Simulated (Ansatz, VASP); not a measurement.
# CdS: VASP beside Ansatz

Contents of POSCAR:

```
CdS
1.0
    0.0000000000      2.7495395470      2.7495395470
    2.7495395470      0.0000000000      2.7495395470
    2.7495395470      2.7495395470      0.0000000000
Cd S
1 1
Direct
   -0.0084923707      0.0084923707      0.0084923707
    0.5297773349      0.4702226651      0.4702226651
```

File INCAR.step1:

```
SYSTEM = CdS
PREC = Accurate
ENCUT = 520
ISMEAR = 0
SIGMA = 0.05
LREAL = .False.
LASPH = .True.
NELM = 60
NBANDS = 16
GGA = PE
ALGO = Normal
EDIFF = 1E-4
LWAVE = .True.
LCHARG = .False.
```

INCAR.step2

```
SYSTEM = CdS
PREC = Accurate
ENCUT = 520
EDIFF = 1E-6
ISMEAR = 0
SIGMA = 0.05
LREAL = .False.
LASPH = .True.
NELM = 60
ALGO = Normal
ISIF = 2
LWAVE = .False.
LCHARG = .False.
METAGGA = R2SCAN
LMIXTAU = .True.
NBANDS = 16
ISTART = 1
```

The input KPOINTS:

```
regular mesh
0
Gamma
  8 8 8
  0 0 0
```

Input for Ansatz:

```yaml
crystal:
  lattice:
    - [0.0, 2.749539547, 2.749539547]
    - [2.749539547, 0.0, 2.749539547]
    - [2.749539547, 2.749539547, 0.0]
  atoms:
    - { symbol: Cd, position: [-0.0084923707, 0.0084923707, 0.0084923707] }
    - { symbol: S, position: [0.5297773349, 0.4702226651, 0.4702226651] }
basis:
  ecutwfc: 500
kpoints:
  mp_grid: { grid: [8, 8, 8] }
hamiltonian:
  xc: r2scan
scf:
  occupations: { method: gaussian, width: 0.05 }
output:
  forces: true
  stress: true
  eigenvalues: true
```

Change from the starting cell: mode 4 frozen in at -0.162 Å, equal normal strain along x, y and z +0.0083.

Alike in both runs: task single point; functional r2SCAN; k mesh 8 × 8 × 8; occupations gaussian, width 0.05 eV; no spin polarisation.

```csv
,VASP,Ansatz
version,VASP 6.6.1,Ansatz 0.2.0
potentials or method,"VASP PAW PBE potentials, release 64 (Cd, S), cutoff 520 eV","scalar-relativistic, plane waves, PAW"
valence electrons in the cell,18,26
```

Ansatz gave:

| Quantity | Value |
| --- | --- |
| gap on the k mesh at the Fermi level (eV) | 0.84 |
| least direct gap on the mesh (eV) | 2.16 |
| pressure (GPa) | -0.7 |
| traceless stress, the component that is largest in VASP (GPa) | 2.84 |
| rms of the force components (eV/Å) | 0.253 |

Q: What did VASP give for the same quantities?

A: gap on the k mesh at the Fermi level (eV): 0.82; least direct gap on the mesh (eV): 2.13; pressure (GPa): -0.2; traceless stress, the component that is largest in VASP (GPa): 2.91; rms of the force components (eV/Å): 0.264.

VASP's potentials were made for PBE, not for r2SCAN. Atom by atom the forces differ by 0.011 eV/Å (rms over components). VASP's potentials hold 18 valence electrons a cell and Ansatz's 26, so a difference there can come from the potentials and not from the codes.
